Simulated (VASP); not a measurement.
# Ga (Cmce) in VASP: notebook, part 2 of 2

VASP 6.6.1.

## Step 4: Electric field gradients, PBE (volume scaled by 1.06)

Contents of INCAR:

```
SYSTEM = Ga
PREC = Accurate
ENCUT = 520
EDIFF = 1E-8
ISMEAR = -1
SIGMA = 0.05
LREAL = .False.
LASPH = .True.
NELM = 80
ALGO = Normal
ISIF = 2
LWAVE = .False.
LCHARG = .False.
GGA = PE
LEFG = .True.
NBANDS = 34
```

Contents of KPOINTS:

```
Automatic mesh
0
Gamma
  9 9 8
  0 0 0
```

Contents of POSCAR:

```
Ga
1.0
    2.2995837791     -3.8973680524      0.0000000000
    2.2995837791      3.8973680524      0.0000000000
    0.0000000000      0.0000000000      4.6052852350
Ga
4
Direct
    0.1525000000      0.8475000000      0.0785000000
    0.6525000000      0.3475000000      0.4215000000
    0.8475000000      0.1525000000      0.9215000000
    0.3475000000      0.6525000000      0.5785000000
```

Potentials or basis: VASP PAW PBE potentials, release 64 (Ga_d).

Launch:

```bash
$ cat potpaw_PBE.64/Ga_d/POTCAR > POTCAR
$ mpirun -np 1 vasp_std > vasp.out
```

OUTCAR:

```text
SYSTEM = Ga
   PREC = Accurate
   ENCUT = 520
   EDIFF = 1E-8
   ISMEAR = -1
   LREAL = .False.
   LASPH = .True.
   NELM = 80
   ISIF = 2
   GGA = PE

 ion  position               nearest neighbor table
   1  0.153  0.847  0.078-   3 2.48   4 2.76   4 2.76   2 2.79   2 2.79   3 2.85   3 2.85
   2  0.653  0.347  0.422-   4 2.48   3 2.76   3 2.76   1 2.79   1 2.79   4 2.85   4 2.85
   3  0.847  0.153  0.922-   1 2.48   2 2.76   2 2.76   4 2.79   4 2.79   1 2.85   1 2.85
   4  0.347  0.653  0.578-   2 2.48   1 2.76   1 2.76   3 2.79   3 2.79   2 2.85   2 2.85

  LATTYP: Found a base centered orthorhombic cell.
 ALAT       =     4.5991675582
 B/A-ratio  =     1.6948145520
 C/A-ratio  =     1.0013301705

  Lattice vectors:

 A1 = (   2.2995837791,  -3.8973680524,   0.0000000000)
 A2 = (   2.2995837791,   3.8973680524,   0.0000000000)
 A3 = (   0.0000000000,   0.0000000000,   4.6052852350)

Analysis of symmetry for initial positions (statically):
=====================================================================
 Subroutine PRICEL returns:
 Original cell was already a primitive cell.

 Routine SETGRP: Setting up the symmetry group for a
 base centered orthorhombic supercell.

 Subroutine GETGRP returns: Found  8 space group operations
 (whereof  4 operations were pure point group operations)
 out of a pool of  8 trial point group operations.

The static configuration has the point symmetry C_2h.
 The point group associated with its full space group is D_2h.

Analysis of symmetry for dynamics (positions and initial velocities):
=====================================================================
 Subroutine PRICEL returns:
 Original cell was already a primitive cell.

 Routine SETGRP: Setting up the symmetry group for a
 base centered orthorhombic supercell.

 Subroutine GETGRP returns: Found  8 space group operations
 (whereof  4 operations were pure point group operations)
 out of a pool of  8 trial point group operations.

The dynamic configuration has the point symmetry C_2h.
 The point group associated with its full space group is D_2h.

 Subroutine INISYM returns: Found  8 space group operations
 (whereof  4 operations are pure point group operations),
 and found     1 'primitive' translations

----------------------------------------------------------------------------------------

                                     Primitive cell

  volume of cell :      82.5481

  direct lattice vectors                    reciprocal lattice vectors
     2.299583779 -3.897368052  0.000000000     0.217430652 -0.128291707  0.000000000
     2.299583779  3.897368052  0.000000000     0.217430652  0.128291707  0.000000000
     0.000000000  0.000000000  4.605285235     0.000000000  0.000000000  0.217141816

  length of vectors
     4.525214171  4.525214171  4.605285235     0.252457621  0.252457621  0.217141816

  position of ions in fractional coordinates (direct lattice)
     0.152500000  0.847500000  0.078500000
     0.652500000  0.347500000  0.421500000
     0.847500000  0.152500000  0.921500000
     0.347500000  0.652500000  0.578500000

  ion indices of the primitive-cell ions
   primitive index   ion index
[... 88 lines left out ...]
   NUPDOWN=      -1.0000    fix difference up-down
   EMIN   =  10.00;   EMAX   =-10.00  energy-range for DOS
   EFERMI =   0.00;   METHOD = LEGACY
   ISMEAR =    -1;   SIGMA  =   0.05  broadening in eV -4-tet -1-fermi 0-gaus
   EFERMI_NEDOS =   21; number of points for ismear=-14 and -15
   IALGO  =     38    algorithm
   IMIX   =      4    mixing-type and parameters
     AMIX     =   0.40;   BMIX     =  1.00
     AMIX_MAG =   1.60;   BMIX_MAG =  1.00
  volume/ion in A,a.u.               =      20.64       139.27
  Fermi-wavevector in a.u.,A,eV,Ry     =   1.403374  2.651993 26.796126  1.969460
  Thomas-Fermi vector in A             =   2.526043
   LORBIT       =      0    0 simple, 1 ext, 2 COOP (PROOUT), +10 PAW based schemes
   GGA     = PE    functional components
[... 5 lines left out ...]
 non-spin polarized calculation
  energy-cutoff  :      520.00
  volume of cell :       82.55
 maximum number of plane-waves:      2253
 NGX is ok and might be reduce to    36
   NGX = 17   NGY = 17   NGZ = 17

 number of electron      51.9999979 magnetization

 Free energy of the ion-electron system (eV)
  ---------------------------------------------------
  ext. energy  EPLUGINS =         0.00000000
  ---------------------------------------------------
  free energy    TOTEN  =       -11.59684507 eV

  energy without entropy =      -11.58723262  energy(sigma->0) =      -11.59203884

 E-fermi :   4.5949     XC(G=0): -10.3994

 val. band max:        4.5939607533   @ k =   0.1111  -0.0000   0.1250
 cond. band min:       4.6167638194   @ k =  -0.2222   0.1111   0.2500
 fundamental gap:      0.0228030662
 Fermi energy:         4.5949006550

 k-point     1 :       0.0000    0.0000    0.0000
  band No.  band energies     occupation
      1     -10.4877      2.00000
      2     -10.4828      2.00000
      3     -10.4806      2.00000
      4     -10.4614      2.00000
      5     -10.4147      2.00000
      6     -10.3852      2.00000
[... 877 lines left out ...]
     33      11.2008      0.00000
     34      12.1813      0.00000

 [... further k-points ...]

------------------------ aborting loop because EDIFF is reached ----------------------------------------

  FORCE on cell =-STRESS in cart. coord.  units (eV):
  Direction    XX          YY          ZZ          XY          YZ          ZX
  --------------------------------------------------------------------------------------
  -------------------------------------------------------------------------------------
  Total       -0.5404739      0.2253669     -0.7151089      0.0000000      0.0000000      0.0000000
  in kB      -10.4900628      4.3741479    -13.8795559      0.0000000      0.0000000      0.0000000
  external PRESSURE =      -6.6651569 kB  Pullay stress =       0.0000000 kB

 VOLUME and BASIS-vectors are now :
 -----------------------------------------------------------------------------
  energy-cutoff  :      520.00
  volume of cell :       82.55
      direct lattice vectors                 reciprocal lattice vectors
     2.299583779 -3.897368052  0.000000000     0.217430652 -0.128291707  0.000000000
     2.299583779  3.897368052  0.000000000     0.217430652  0.128291707  0.000000000
     0.000000000  0.000000000  4.605285235     0.000000000  0.000000000  0.217141816

 POSITION                                       TOTAL-FORCE (eV/Angst)
 -----------------------------------------------------------------------------------
      2.29958      2.70867      0.36151         0.000000     -0.392492      0.099419
      2.29958     -1.18870      1.94113         0.000000     -0.392492     -0.099419
      2.29958     -2.70867      4.24377         0.000000      0.392492     -0.099419
      2.29958      1.18870      2.66416         0.000000      0.392492      0.099419
 -----------------------------------------------------------------------------------
    total drift:                                0.000000      0.000000     -0.000000

  FREE ENERGIE OF THE ION-ELECTRON SYSTEM (eV)
  ---------------------------------------------------
  free  energy   TOTEN  =       -11.5968450675 eV

  energy  without entropy=      -11.5872326214  energy(sigma->0) =      -11.59203884

 Electric field gradients (V/A^2)
---------------------------------------------------------------------
 ion       V_xx      V_yy      V_zz      V_xy      V_xz      V_yz
---------------------------------------------------------------------
   1      26.558   -37.485    10.927    -0.000     0.000    24.953
   2      26.558   -37.485    10.927    -0.000     0.000   -24.953
   3      26.558   -37.485    10.927     0.000     0.000    24.953
   4      26.558   -37.485    10.927    -0.000     0.000   -24.953
---------------------------------------------------------------------

 Electric field gradients after diagonalization (V/A^2)
 (convention: |V_zz| > |V_xx| > |V_yy|)
----------------------------------------------------------------------
 ion       V_xx      V_yy      V_zz     asymmetry (V_yy - V_xx)/ V_zz
----------------------------------------------------------------------
   1      26.558    21.486   -48.044       0.106
   2      26.558    21.486   -48.044       0.106
   3      26.558    21.486   -48.044       0.106
   4      26.558    21.486   -48.044       0.106
----------------------------------------------------------------------

           NMR quadrupolar parameters

 Cq : quadrupolar parameter    Cq=e*Q*V_zz/h
 eta: asymmetry parameters     (V_yy - V_xx)/ V_zz
 Q  : nuclear electric quadrupole moment in mb (millibarn)
----------------------------------------------------------------------
 ion       Cq(MHz)       eta       Q (mb)
----------------------------------------------------------------------
   1      -0.116       0.106       1.000
   2      -0.116       0.106       1.000
   3      -0.116       0.106       1.000
   4      -0.116       0.106       1.000
----------------------------------------------------------------------
```

OSZICAR:

```text
N       E                     dE             d eps       ncg     rms          rms(c)
DAV:   1     0.358621407678E+03    0.35862E+03   -0.25575E+04  8664   0.285E+03
DAV:   2     0.328206676629E+02   -0.32580E+03   -0.31819E+03  8708   0.534E+02
DAV:   3    -0.102609920161E+02   -0.43082E+02   -0.42584E+02  9670   0.151E+02
DAV:   4    -0.116514278826E+02   -0.13904E+01   -0.13837E+01  9840   0.300E+01
DAV:   5    -0.116806099545E+02   -0.29182E-01   -0.29172E-01 10664   0.452E+00    0.237E+00
DAV:   6    -0.116106656568E+02    0.69944E-01   -0.18291E-01 10818   0.561E+00    0.132E+00
DAV:   7    -0.115974452366E+02    0.13220E-01   -0.55117E-02 12150   0.250E+00    0.295E-01
DAV:   8    -0.115966659930E+02    0.77924E-03   -0.13582E-02  9152   0.124E+00    0.464E-02
DAV:   9    -0.115968356375E+02   -0.16964E-03   -0.11357E-03  9340   0.340E-01    0.254E-02
DAV:  10    -0.115968423885E+02   -0.67510E-05   -0.20357E-04 10208   0.152E-01    0.631E-03
DAV:  11    -0.115968458171E+02   -0.34285E-05   -0.33812E-05  9654   0.626E-02    0.508E-03
DAV:  12    -0.115968451309E+02    0.68616E-06   -0.12682E-05 10572   0.412E-02    0.876E-04
DAV:  13    -0.115968451474E+02   -0.16465E-07   -0.12636E-06 11158   0.947E-03    0.383E-04
DAV:  14    -0.115968450620E+02    0.85391E-07   -0.72775E-08 10246   0.200E-03    0.125E-04
DAV:  15    -0.115968450675E+02   -0.55261E-08   -0.51092E-09  5084   0.774E-04
   1 F= -.11596845E+02 E0= -.11592039E+02  d E =-.961245E-02
```

Run time: 4.5 min. Hardware: 1 thread of Intel Xeon Platinum 8488C (Sapphire Rapids), shared host; peak memory 0.37 GiB.

What came out:

* Free energy: -11.5968 eV
* Pressure: -0.7 GPa
* Largest force: 0.405 eV/Å
* Band gap on the k mesh: zero (band 26 reaches 5.02 eV, above the bottom of band 27 at 3.77 eV)

Forces on the atoms (eV/Å):
```
Ga   0.000 -0.392  0.099
Ga   0.000 -0.392 -0.099
Ga   0.000  0.392 -0.099
Ga   0.000  0.392  0.099
```

Stress tensor (GPa, compression positive):
```
-1.05  0.00  0.00
 0.00  0.44  0.00
 0.00  0.00 -1.39
```

Electric field gradients, principal values (V/Å²):
```
atom   least  middle  greatest (by size)
1 Ga  21.486  26.558             -48.044
2 Ga  21.486  26.558             -48.044
3 Ga  21.486  26.558             -48.044
4 Ga  21.486  26.558             -48.044
```

Caveat: without QUAD_EFG the Cq values of the log hold for a quadrupole moment of 1 mb, not for the nuclei.

## Step 5: Electric field gradients, PBE (volume scaled by 1.06)

Contents of INCAR:

```
ALGO = Normal ; EDIFF = 1E-8
ENCUT = 520 ; GGA = PE
ISIF = 2 ; ISMEAR = -1
LASPH = T ; LCHARG = F
LEFG = T ; LREAL = F
LWAVE = F ; NBANDS = 34
NELM = 80 ; PREC = Accurate
SIGMA = 0.05
```

Contents of KPOINTS:

```
k-points
0
Gamma
  9 9 8
```

POSCAR is that of step 4.

Potentials or basis: VASP PAW PBE potentials, release 64 (Ga_d).

Launch:

```bash
$ cat potpaw_PBE.64/Ga_d/POTCAR > POTCAR
$ mpirun -np 1 vasp_std > vasp.out
```

OUTCAR:

```text
EDIFF = 1E-8
   ENCUT = 520
   GGA = PE
   ISIF = 2
   ISMEAR = -1
   LASPH = T
   LREAL = F
   NELM = 80
   PREC = Accurate

 ion  position               nearest neighbor table
   1  0.153  0.847  0.078-   3 2.48   4 2.76   4 2.76   2 2.79   2 2.79   3 2.85   3 2.85
   2  0.653  0.347  0.422-   4 2.48   3 2.76   3 2.76   1 2.79   1 2.79   4 2.85   4 2.85
   3  0.847  0.153  0.922-   1 2.48   2 2.76   2 2.76   4 2.79   4 2.79   1 2.85   1 2.85
   4  0.347  0.653  0.578-   2 2.48   1 2.76   1 2.76   3 2.79   3 2.79   2 2.85   2 2.85

  LATTYP: Found a base centered orthorhombic cell.
 ALAT       =     4.5991675582
 B/A-ratio  =     1.6948145520
 C/A-ratio  =     1.0013301705

  Lattice vectors:
[... 1119 lines left out ...]
---------------------------------------------------------------------
   1      26.558   -37.485    10.927    -0.000     0.000    24.953
   2      26.558   -37.485    10.927    -0.000     0.000   -24.953
   3      26.558   -37.485    10.927     0.000     0.000    24.953
   4      26.558   -37.485    10.927    -0.000     0.000   -24.953
---------------------------------------------------------------------

 Electric field gradients after diagonalization (V/A^2)
 (convention: |V_zz| > |V_xx| > |V_yy|)
----------------------------------------------------------------------
 ion       V_xx      V_yy      V_zz     asymmetry (V_yy - V_xx)/ V_zz
----------------------------------------------------------------------
   1      26.558    21.486   -48.044       0.106
   2      26.558    21.486   -48.044       0.106
   3      26.558    21.486   -48.044       0.106
   4      26.558    21.486   -48.044       0.106
----------------------------------------------------------------------

           NMR quadrupolar parameters

 Cq : quadrupolar parameter    Cq=e*Q*V_zz/h
 eta: asymmetry parameters     (V_yy - V_xx)/ V_zz
 Q  : nuclear electric quadrupole moment in mb (millibarn)
----------------------------------------------------------------------
 ion       Cq(MHz)       eta       Q (mb)
----------------------------------------------------------------------
   1      -0.116       0.106       1.000
   2      -0.116       0.106       1.000
   3      -0.116       0.106       1.000
   4      -0.116       0.106       1.000
----------------------------------------------------------------------
```

Run time: 3.6 min. Hardware: 1 thread of Intel Xeon Platinum 8488C (Sapphire Rapids), shared host; peak memory 0.37 GiB.

What came out:

* Free energy: -11.5968 eV
* Pressure: -0.7 GPa
* Largest force: 0.405 eV/Å
* Band gap on the k mesh: zero (band 26 reaches 5.02 eV, above the bottom of band 27 at 3.77 eV)

Forces on the atoms (eV/Å):
```
Ga   0.000 -0.392  0.099
Ga   0.000 -0.392 -0.099
Ga   0.000  0.392 -0.099
Ga   0.000  0.392  0.099
```

Stress tensor (GPa, compression positive):
```
-1.05  0.00  0.00
 0.00  0.44  0.00
 0.00  0.00 -1.39
```

Electric field gradients, principal values (V/Å²):
```tsv
atom	least	middle	greatest (by size)
1 Ga	21.486	26.558	-48.044
2 Ga	21.486	26.558	-48.044
3 Ga	21.486	26.558	-48.044
4 Ga	21.486	26.558	-48.044
```

Caveat: without QUAD_EFG the Cq values of the log hold for a quadrupole moment of 1 mb, not for the nuclei.

## Step 6: Summary

| cell | gap on the mesh (eV) | pressure (GPa) | largest force (eV/Å) |
| --- | --- | --- | --- |
| a = 4.378, b = 4.378, c = 4.456 Å, angles 90.0, 90.0, 118.9°, 4 atoms | none | 5.2 | 0.46 |
| a = 4.438, b = 4.438, c = 4.607 Å, angles 90.0, 90.0, 118.9°, 4 atoms | none | 1.3 | 0.49 |
| a = 4.525, b = 4.525, c = 4.605 Å, angles 90.0, 90.0, 118.9°, 4 atoms | none | -0.7 | 0.40 |

Alike in all rows: task electric field gradients; level PBE; potentials or basis VASP PAW PBE potentials, release 64 (Ga_d); no spin polarisation; k mesh 9 × 9 × 8; cutoff (eV) 520; smearing fermi-dirac 0.05 eV.

Total energies depend on the potentials used, so only differences within one code and one set of settings carry meaning.
